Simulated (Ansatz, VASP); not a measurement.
Two plane-wave programs on BaO

```
Ba O
1.0
     0.00000    2.71699    2.71699
     2.71699    0.00000    2.71699
     2.71699    2.71699    0.00000
Ba O
1 1
Direct
  0.00000 0.00000 0.00000
  0.50000 0.50000 0.50000
```

Alike in both runs: functional LDA; k mesh 8 × 8 × 8; occupations gaussian, width 0.02 eV; no spin polarisation.

Ansatz relaxed the structure, and its values are those at the end. VASP's run is a single point on that final structure, the one shown.

```csv
,VASP,Ansatz
version,VASP 6.6.1,Ansatz 0.2.0
potentials or method,"VASP PAW LDA potentials, release 64 (Ba_sv, O), cutoff 600 eV","scalar-relativistic, plane waves, PAW"
valence electrons in the cell,16,16
```

Ansatz gave:

| Item | Value |
| --- | --- |
| gap on the k mesh at the Fermi level (eV) | 1.68 |
| least direct gap on the mesh (eV) | 1.68 |
| pressure (GPa) | 0.0 |

Question: Which values does VASP return?

Answer: gap on the k mesh at the Fermi level (eV): 1.60; least direct gap on the mesh (eV): 1.60; pressure (GPa): 2.2.

LDA's correlation is that of Perdew and Zunger in VASP and of Perdew and Wang (1992) in Ansatz.

Spin-orbit coupling is off throughout.
